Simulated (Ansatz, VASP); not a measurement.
# TaAl7N8: VASP beside Ansatz

```
Ta Al N
1.0
     6.22000    0.00000    0.00000
    -3.11000    5.38668    0.00000
     0.00000    0.00000    4.98000
Ta Al N
1 7 8
Direct
  0.33309 0.16642 0.96518
  0.33399 0.66681 0.00649
  0.83271 0.16549 0.00650
  0.83266 0.66685 0.00662
  0.16309 0.33645 0.49622
  0.16306 0.82604 0.49651
  0.67362 0.33656 0.49660
  0.66649 0.83302 0.50238
  0.33335 0.16633 0.43428
  0.33554 0.66753 0.38151
  0.83201 0.16399 0.38152
  0.83203 0.66755 0.38163
  0.15169 0.34782 0.87436
  0.15168 0.80361 0.87469
  0.69591 0.34781 0.87480
  0.66641 0.83303 0.88268
```

Alike in both runs: functional PBEsol; k mesh 3 × 3 × 4; occupations gaussian, width 0.05 eV; collinear spin; Hubbard terms Ta d U = 2.0 eV.

Ansatz relaxed the structure, and its values are those at the end. VASP's run is a single point on that final structure, the one shown.

```csv
,VASP,Ansatz
version,VASP 6.6.1,Ansatz 0.2.0
potentials or method,"VASP PAW PBE potentials, release 64 (Ta_pv, Al, N), cutoff 520 eV","scalar-relativistic, plane waves, PAW"
valence electrons in the cell,72,74
```

|  | VASP | Ansatz | Ansatz less VASP |
| --- | --- | --- | --- |
| pressure (GPa) | 10.8 | 10.7 | -0.12 |
| rms of the force components (eV/Å) | 0.050 | 0.009 | -0.0406 |
| net moment per atom (μB) | 0.12 | 0.12 | +0.005 |
| size of the moment on the site where the two differ most (μB) | 1.04 | 0.58 | -0.454 |

VASP's potentials were made for PBE, not for PBEsol. Site moments also hang on the region over which each program counts them. The programs project onto different local orbitals, so the same U acts differently, and such runs can settle in different states. VASP's potentials hold 72 valence electrons a cell and Ansatz's 74, so a difference there can come from the potentials and not from the codes. Ansatz's warnings: filled band counts differ across k points, stress scf threshold loose.

The k mesh is coarse, so the values compare programs but aren't converged. Spin-orbit coupling is off throughout.
